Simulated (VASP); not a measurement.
# Cr (I4/mmm) in VASP: notebook

The runs below take Cr through single point, with PBEsol.

Program: VASP 6.6.1. These are calculated values, not measurements. Logs are shortened: lines on timing, memory, paths and dates and some standing lists are left out, and cuts for length are marked.

## (1) The cell of the first run

Symmetry: I4/mmm, No. 139, tetragonal system. Conventional cell: a = 3.028 Å, b = 3.028 Å, c = 2.740 Å, α = 90.00°, β = 90.00°, γ = 90.00°. Within 3.4 Å of Cr (site symmetry 4/mmm) lie 14 Cr at 2.54 to 3.03 Å.

## (2) Single point, PBEsol (strain +0.050 along x and y, -0.050 along z)

Contents of INCAR:

```
PREC = Accurate ; ENCUT = 520
EDIFF = 1E-6 ; ISMEAR = 0
SIGMA = 0.15 ; LREAL = F
LASPH = T ; NELM = 80
ALGO = Fast ; ISIF = 2
LWAVE = F ; LCHARG = T
GGA = PS ; LELF = T
LVHAR = T ; NBANDS = 12
```

Contents of KPOINTS:

```
regular mesh
0
Gamma
  24 24 24
```

Contents of POSCAR:

```
Cr
1.0
   -1.5140475000      1.5140475000      1.3698525000
    1.5140475000     -1.5140475000      1.3698525000
    1.5140475000      1.5140475000     -1.3698525000
Cr
1
Direct
    0.0000000000      0.0000000000      0.0000000000
```

Potentials or basis: VASP PAW PBE potentials, release 64 (Cr_pv).

On the command line:

```bash
> cat potpaw_PBE.64/Cr_pv/POTCAR > POTCAR
> mpirun -np 1 vasp_std > vasp.out
```

OUTCAR:

```text
PREC = Accurate
   ENCUT = 520
   EDIFF = 1E-6
   ISMEAR = 0
   LREAL = F
   LASPH = T
   NELM = 80
   ISIF = 2
   GGA = PS

 ion  position               nearest neighbor table
   1  0.000  0.000  0.000-

  LATTYP: Found a body centered tetragonal cell.
 ALAT       =     3.0280950000
 C/A-ratio  =     0.9047619048

  Lattice vectors:

 A1 = (  -1.5140475000,   1.5140475000,   1.3698525000)
 A2 = (   1.5140475000,  -1.5140475000,   1.3698525000)
 A3 = (   1.5140475000,   1.5140475000,  -1.3698525000)

Analysis of symmetry for initial positions (statically):
=====================================================================
 Subroutine PRICEL returns:
 Original cell was already a primitive cell.

 Routine SETGRP: Setting up the symmetry group for a
 body centered tetragonal supercell.

 Subroutine GETGRP returns: Found 16 space group operations
 (whereof 16 operations were pure point group operations)
 out of a pool of 16 trial point group operations.

The static configuration has the point symmetry D_4h.

Analysis of symmetry for dynamics (positions and initial velocities):
=====================================================================
 Subroutine PRICEL returns:
 Original cell was already a primitive cell.

 Routine SETGRP: Setting up the symmetry group for a
 body centered tetragonal supercell.

 Subroutine GETGRP returns: Found 16 space group operations
 (whereof 16 operations were pure point group operations)
 out of a pool of 16 trial point group operations.

The dynamic configuration has the point symmetry D_4h.

 Subroutine INISYM returns: Found 16 space group operations
 (whereof 16 operations are pure point group operations),
 and found     1 'primitive' translations

----------------------------------------------------------------------------------------

                                     Primitive cell

  volume of cell :      12.5607

  direct lattice vectors                    reciprocal lattice vectors
    -1.514047500  1.514047500  1.369852500     0.000000000  0.330240630  0.365002801
     1.514047500 -1.514047500  1.369852500     0.330240630  0.000000000  0.365002801
     1.514047500  1.514047500 -1.369852500     0.330240630  0.330240630  0.000000000

  length of vectors
     2.541884249  2.541884249  2.541884249     0.492225475  0.492225475  0.467030778

  position of ions in fractional coordinates (direct lattice)
     0.000000000  0.000000000  0.000000000

  ion indices of the primitive-cell ions
   primitive index   ion index
                 1           1

[... 78 lines left out ...]
   ISYM   =      2    0-nonsym 1-usesym 2-fastsym
   POTIM  = 0.5000    time-step for ionic-motion
   TEBEG  =    0.0;   TEEND  =   0.0 temperature during run
   PSTRESS=    0.0 pullay stress
   NELECT =      12.0000    total number of electrons
   NUPDOWN=      -1.0000    fix difference up-down
   EMIN   =  10.00;   EMAX   =-10.00  energy-range for DOS
   EFERMI =   0.00;   METHOD = LEGACY
   ISMEAR =     0;   SIGMA  =   0.15  broadening in eV -4-tet -1-fermi 0-gaus
   EFERMI_NEDOS =   21; number of points for ismear=-14 and -15
   IALGO  =     68    algorithm
   IMIX   =      4    mixing-type and parameters
     AMIX     =   0.40;   BMIX     =  1.00
     AMIX_MAG =   1.60;   BMIX_MAG =  1.00
  volume/ion in A,a.u.               =      12.56        84.76
  Fermi-wavevector in a.u.,A,eV,Ry     =   1.612369  3.046935 35.371505  2.599732
  Thomas-Fermi vector in A             =   2.707610
   LORBIT       =      0    0 simple, 1 ext, 2 COOP (PROOUT), +10 PAW based schemes
   GGA     = PS    functional components
   LHFCALC =     F    Hartree Fock is set to
   AEXX    =    0.0000 exact exchange contribution
   IVDW    =     0    specifies the selected vdW correction
   LEPSILON=     F    determine dielectric tensor
   LRPA    =     F    only Hartree local field effects (RPA)
 non-spin polarized calculation
 RMM-DIIS sequential band-by-band and
 Gauss-broadening in eV      SIGMA  =   0.15
  energy-cutoff  :      520.00
  volume of cell :       12.56
 maximum number of plane-waves:       354
   NGX =  9   NGY =  9   NGZ =  9

 number of electron      11.9999989 magnetization

 Free energy of the ion-electron system (eV)
  ---------------------------------------------------
  ext. energy  EPLUGINS =         0.00000000
  ---------------------------------------------------
  free energy    TOTEN  =       -10.04111207 eV

  energy without entropy =      -10.03066851  energy(sigma->0) =      -10.03589029

 E-fermi :   9.6683     XC(G=0): -13.3454

 val. band max:        9.6681272433   @ k =  -0.1667   0.2500   0.1250
 cond. band min:       9.6689441306   @ k =  -0.3333   0.3333   0.1250
 fundamental gap:      0.0008168873
 Fermi energy:         9.6682812651

 k-point     1 :       0.0000    0.0000    0.0000
  band No.  band energies     occupation
      1     -33.0176      2.00000
      2     -33.0176      2.00000
      3     -32.9487      2.00000
      4       2.1092      2.00000
      5       8.4002      2.00000
      6       9.1985      1.99999
      7       9.1985      1.99999
      8      10.2115      0.00000
      9      11.0143      0.00000
     10      16.7399      0.00000
     11      30.5849      0.00000
     12      30.5849      0.00000
[... 331 lines left out ...]
 k-point    24 :       0.4583    0.0417   -0.0000
  band No.  band energies     occupation
      1     -33.6865      2.00000
      2     -33.2551      2.00000
      3     -33.0298      2.00000
      4       5.6647      2.00000
      5       7.2518      2.00000
      6      10.3935      0.00000
      7      10.8366      0.00000
      8      11.5317      0.00000
      9      12.3856      0.00000
     10      16.7356      0.00000
     11      19.0740      0.00000
     12      25.6342      0.00000

 [... further k-points ...]
[... 5 lines left out ...]
  --------------------------------------------------------------------------------------
  -------------------------------------------------------------------------------------
  Total       -2.6697309     -2.6697309     -0.5362289      0.0000000      0.0000000     -0.0000000
  in kB     -340.5377512   -340.5377512    -68.3987296      0.0000000      0.0000000     -0.0000000
  external PRESSURE =    -249.8247440 kB  Pullay stress =       0.0000000 kB

 VOLUME and BASIS-vectors are now :
 -----------------------------------------------------------------------------
  energy-cutoff  :      520.00
  volume of cell :       12.56
      direct lattice vectors                 reciprocal lattice vectors
    -1.514047500  1.514047500  1.369852500     0.000000000  0.330240630  0.365002801
     1.514047500 -1.514047500  1.369852500     0.330240630  0.000000000  0.365002801
     1.514047500  1.514047500 -1.369852500     0.330240630  0.330240630  0.000000000

 POSITION                                       TOTAL-FORCE (eV/Angst)
 -----------------------------------------------------------------------------------
      0.00000      0.00000      0.00000        -0.000000      0.000000     -0.000000
 -----------------------------------------------------------------------------------
    total drift:                                0.000000     -0.000000      0.000000

  FREE ENERGIE OF THE ION-ELECTRON SYSTEM (eV)
  ---------------------------------------------------
  free  energy   TOTEN  =       -10.0411120738 eV

  energy  without entropy=      -10.0306685079  energy(sigma->0) =      -10.03589029
```

stdout:

```text
POSCAR found type information on POSCAR Cr
 POSCAR found :  1 types and       1 ions
 scaLAPACK will be used
 -----------------------------------------------------------------------------
|                                                                             |
|                                                                             |
|     You enforced a specific xc type in the INCAR file but a different       |
|     I HOPE YOU KNOW WHAT YOU ARE DOING!                                     |
|                                                                             |
 -----------------------------------------------------------------------------

 LDA part: xc-table for (Slater+PW92), standard interpolation
 POSCAR, INCAR and KPOINTS ok, starting setup
 FFT: planning ... GRIDC
 FFT: planning ... GRID_SOFT
 FFT: planning ... GRID
 WAVECAR not read
 entering main loop
WARNING in EDDRMM: call to ZHEGV failed, returncode =   6  3     10
```

It took 77 s on 1 thread of Intel Xeon Platinum 8488C (Sapphire Rapids), shared host; peak memory 0.25 GiB.

Results:

- Free energy: -10.0411 eV
- Pressure: -25.0 GPa
- Band gap on the k mesh: zero (band 6 reaches 11.84 eV, above the bottom of band 7 at 8.93 eV)

Stress tensor (GPa, compression positive):
```
-34.05   0.00   0.00
  0.00 -34.05   0.00
  0.00   0.00  -6.84
```

Levels at points of the mesh, in eV from the Fermi level:
| k point | band 2 | band 3 | band 4 | band 5 | band 6 | band 7 | band 8 | band 9 | band 10 | band 11 |
| --- | --- | --- | --- | --- | --- | --- | --- | --- | --- | --- |
| (0.00, 0.00, 0.00) | -42.69 | -42.62 | -7.56 | -1.27 | -0.47 | -0.47 | 0.54 | 1.35 | 7.07 | 20.92 |
| (0.50, 0.00, 0.00) | -42.92 | -42.69 | -4.04 | -2.43 | 0.95 | 1.27 | 1.76 | 2.54 | 7.07 | 9.34 |
| (0.50, 0.50, 0.00) | -42.80 | -42.66 | -4.01 | -1.52 | 0.39 | 0.45 | 1.05 | 2.49 | 7.07 | 8.36 |
| (0.50, 0.50, 0.50) | -43.21 | -43.01 | -3.97 | -3.70 | 2.17 | 2.17 | 2.32 | 7.07 | 8.70 | 8.70 |

Caveat: the cell differs from its parent crystal (strain +0.050 along x and y, -0.050 along z); the PAW data sets were made with another functional, which shifts forces and pressure a little; the run has no spin polarisation, though such a crystal can be magnetic.

## (3) Single point, PBEsol (strain +0.050 along x and y, -0.025 along z)

Contents of INCAR:

```
SYSTEM = Cr
  PREC = Accurate
  ENCUT = 520
  EDIFF = 1E-6
  ISMEAR = 0
  SIGMA = 0.15
  LREAL = .False.
  LASPH = .True.
  NELM = 60
  ALGO = Fast
  ISIF = 2
  LWAVE = .False.
  LCHARG = .False.
  GGA = PS
  NBANDS = 12
```

Contents of KPOINTS:

```
regular mesh
0
Gamma
  24 24 24
  0 0 0
```

Contents of POSCAR:

```
Cr
1.0
   -1.5140475000      1.5140475000      1.4059012500
    1.5140475000     -1.5140475000      1.4059012500
    1.5140475000      1.5140475000     -1.4059012500
Cr
1
Direct
    0.0000000000      0.0000000000      0.0000000000
```

Potentials or basis: VASP PAW PBE potentials, release 64 (Cr_pv).

On the command line:

```bash
> cat potpaw_PBE.64/Cr_pv/POTCAR > POTCAR
> mpirun -np 1 vasp_std > vasp.out
```

It took 76 s on 1 thread of Intel Xeon Platinum 8488C (Sapphire Rapids), shared host; peak memory 0.26 GiB.

Results (log left out):

* Free energy: -10.0170 eV
* Pressure: -29.6 GPa
* Band gap on the k mesh: zero (band 6 reaches 11.42 eV, above the bottom of band 7 at 8.62 eV)

Stress tensor (GPa, compression positive):
```
-36.11   0.00   0.00
  0.00 -36.11   0.00
  0.00   0.00 -16.45
```

Levels at points of the mesh, in eV from the Fermi level:
| k point | band 3 | band 4 | band 5 | band 6 | band 7 | band 8 | band 9 | band 10 |
| --- | --- | --- | --- | --- | --- | --- | --- | --- |
| (0.00, 0.00, 0.00) | -42.68 | -7.46 | -1.12 | -0.55 | -0.55 | 0.66 | 1.22 | 7.05 |
| (0.50, 0.00, 0.00) | -42.72 | -3.93 | -2.29 | 0.95 | 1.12 | 1.55 | 2.45 | 7.04 |
| (0.50, 0.50, 0.00) | -42.70 | -3.91 | -1.64 | 0.49 | 0.57 | 1.07 | 2.40 | 7.04 |
| (0.50, 0.50, 0.50) | -43.06 | -3.80 | -3.60 | 2.09 | 2.09 | 2.20 | 7.04 | 8.79 |

Caveat: the cell differs from its parent crystal (strain +0.050 along x and y, -0.025 along z); the PAW data sets were made with another functional, which shifts forces and pressure a little; the run has no spin polarisation, though such a crystal can be magnetic.

## (4) Single point, PBEsol (strain -0.050 along x and y, +0.025 along z)

Contents of INCAR:

```
SYSTEM = Cr
PREC = Accurate ; ENCUT = 520
EDIFF = 1E-6 ; ISMEAR = 0
SIGMA = 0.15 ; LREAL = .FALSE.
LASPH = .TRUE. ; NELM = 60
ALGO = Fast ; ISIF = 2
LWAVE = .FALSE. ; LCHARG = .FALSE.
GGA = PS ; NBANDS = 12
```

Contents of KPOINTS:

```
regular mesh
0
G
  24 24 24
  0 0 0
```

Contents of POSCAR:

```
Cr
1.0
   -1.3698525000      1.3698525000      1.4779987500
    1.3698525000     -1.3698525000      1.4779987500
    1.3698525000      1.3698525000     -1.4779987500
Cr
1
Direct
    0.0000000000      0.0000000000      0.0000000000
```

On the command line:

```bash
> cat potpaw_PBE.64/Cr_pv/POTCAR > POTCAR
> mpirun -np 1 vasp_std > vasp.out
```

It took 2.4 min on 1 thread of Intel Xeon Platinum 8375C at 2.90GHz (Ice Lake), shared host; peak memory 0.23 GiB.

It converged, with:

```
Free energy            : -10.1981 eV
Pressure               : 1.9 GPa
Band gap on the k mesh : zero (band 6 reaches 13.93 eV, above the bottom of band 7 at 10.67 eV)
```

Stress tensor (GPa, compression positive):
```
 10.76   0.00   0.00
  0.00  10.76   0.00
  0.00   0.00 -15.88
```

Levels at points of the mesh, in eV from the Fermi level:
| k point | band 2 | band 3 | band 4 | band 5 | band 6 | band 7 | band 8 | band 9 | band 10 | band 11 |
| --- | --- | --- | --- | --- | --- | --- | --- | --- | --- | --- |
| (0.00, 0.00, 0.00) | -42.52 | -42.52 | -8.04 | -1.14 | -1.14 | -0.52 | 0.79 | 1.44 | 7.11 | 21.54 |
| (0.50, 0.00, 0.00) | -42.82 | -42.53 | -4.63 | -2.33 | 0.74 | 0.99 | 1.64 | 2.96 | 7.11 | 10.18 |
| (0.50, 0.50, 0.00) | -42.91 | -42.57 | -4.73 | -3.10 | 1.63 | 1.70 | 1.78 | 3.08 | 7.11 | 10.92 |
| (0.50, 0.50, 0.50) | -43.18 | -43.18 | -4.73 | -4.47 | 2.51 | 2.66 | 2.66 | 7.11 | 9.11 | 11.89 |

Caveat: the cell differs from its parent crystal (strain -0.050 along x and y, +0.025 along z); the PAW data sets were made with another functional, which shifts forces and pressure a little; the run has no spin polarisation, though such a crystal can be magnetic.

## (5) Single point, PBEsol (strain -0.050 along x and y, +0.050 along z)

Contents of INCAR:

```
ALGO = Fast ; EDIFF = 1E-6
ENCUT = 520 ; GGA = PS
ISIF = 2 ; ISMEAR = 0
LASPH = True ; LCHARG = False
LREAL = False ; LWAVE = False
NBANDS = 12 ; NELM = 80
PREC = Accurate ; SIGMA = 0.15
```

Contents of KPOINTS:

```
k-points
0
Gamma
  24 24 24
```

Contents of POSCAR:

```
Cr
1.0
   -1.3698525000      1.3698525000      1.5140475000
    1.3698525000     -1.3698525000      1.5140475000
    1.3698525000      1.3698525000     -1.5140475000
Cr
1
Direct
    0.0000000000      0.0000000000      0.0000000000
```

On the command line:

```bash
> cat potpaw_PBE.64/Cr_pv/POTCAR > POTCAR
> mpirun -np 1 vasp_std > vasp.out
```

Wall time 2.4 min (1 thread of Intel Xeon Platinum 8375C at 2.90GHz (Ice Lake), shared host); peak memory 0.24 GiB.

Results (log left out):

```
Free energy            : -10.1633 eV
Pressure               : -3.8 GPa
Band gap on the k mesh : zero (band 6 reaches 13.47 eV, above the bottom of band 7 at 10.33 eV)
```

Stress tensor (GPa, compression positive):
```
  6.58   0.00   0.00
  0.00   6.58   0.00
  0.00   0.00 -24.66
```

Levels at points of the mesh, in eV from the Fermi level:
```csv
k point,band 2,band 3,band 4,band 5,band 6,band 7,band 8,band 9,band 10,band 11
"(0.00, 0.00, 0.00)",-42.54,-42.54,-7.95,-1.12,-1.12,-0.35,0.65,1.46,7.11,21.10
"(0.50, 0.00, 0.00)",-42.81,-42.56,-4.49,-2.14,0.56,0.88,1.65,2.84,7.11,9.83
"(0.50, 0.50, 0.00)",-42.91,-42.61,-4.61,-3.11,1.70,1.79,1.81,3.00,7.11,10.80
"(0.50, 0.50, 0.50)",-43.13,-43.13,-4.60,-4.27,2.41,2.60,2.60,7.11,8.37,11.97
```

Caveat: the cell differs from its parent crystal (strain -0.050 along x and y, +0.050 along z); the PAW data sets were made with another functional, which shifts forces and pressure a little; the run has no spin polarisation, though such a crystal can be magnetic. Spin polarisation is off, so any magnetic state and its effect on volume and gap are missing.

## (6) Single point, PBEsol (strain -0.025 along x and y, +0.050 along z)

Contents of INCAR:

```
PREC = Accurate
ENCUT = 520
EDIFF = 1E-6
ISMEAR = 0
SIGMA = 0.15
LREAL = False
LASPH = True
NELM = 100
ALGO = Fast
ISIF = 2
LWAVE = False
LCHARG = False
GGA = PS
NBANDS = 12
```

Contents of KPOINTS:

```
regular mesh
0
Gamma
  24 24 24
```

Contents of POSCAR:

```
Cr
1.0
   -1.4059012500      1.4059012500      1.5140475000
    1.4059012500     -1.4059012500      1.5140475000
    1.4059012500      1.4059012500     -1.5140475000
Cr
1
Direct
    0.0000000000      0.0000000000      0.0000000000
```

Potentials or basis: VASP PAW PBE potentials, release 64 (Cr_pv).

On the command line:

```bash
> cat potpaw_PBE.64/Cr_pv/POTCAR > POTCAR
> mpirun -np 1 vasp_std > vasp.out
```

It took 2.5 min on 1 thread of Intel Xeon Platinum 8375C at 2.90GHz (Ice Lake), shared host; peak memory 0.25 GiB.

It converged, with:

```
Free energy            : -10.1556 eV
Pressure               : -16.9 GPa
Band gap on the k mesh : zero (band 6 reaches 12.59 eV, above the bottom of band 7 at 9.70 eV)
```

Stress tensor (GPa, compression positive):
```
 -9.69   0.00   0.00
  0.00  -9.69   0.00
  0.00   0.00 -31.34
```

Levels at points of the mesh, in eV from the Fermi level:
| k point | band 4 | band 5 | band 6 | band 7 | band 8 | band 9 |
| --- | --- | --- | --- | --- | --- | --- |
| (0.00, 0.00, 0.00) | -7.76 | -1.01 | -1.01 | -0.47 | 0.74 | 1.30 |
| (0.50, 0.00, 0.00) | -4.26 | -2.09 | 0.68 | 0.83 | 1.47 | 2.66 |
| (0.50, 0.50, 0.00) | -4.32 | -2.77 | 1.45 | 1.47 | 1.60 | 2.77 |
| (0.50, 0.50, 0.50) | -4.24 | -4.01 | 2.26 | 2.40 | 2.40 | 7.07 |

Caveat: the cell differs from its parent crystal (strain -0.025 along x and y, +0.050 along z); the PAW data sets were made with another functional, which shifts forces and pressure a little; the run has no spin polarisation, though such a crystal can be magnetic. Spin polarisation is off, so any magnetic state and its effect on volume and gap are missing.

(Continued in part 2 of 2.)
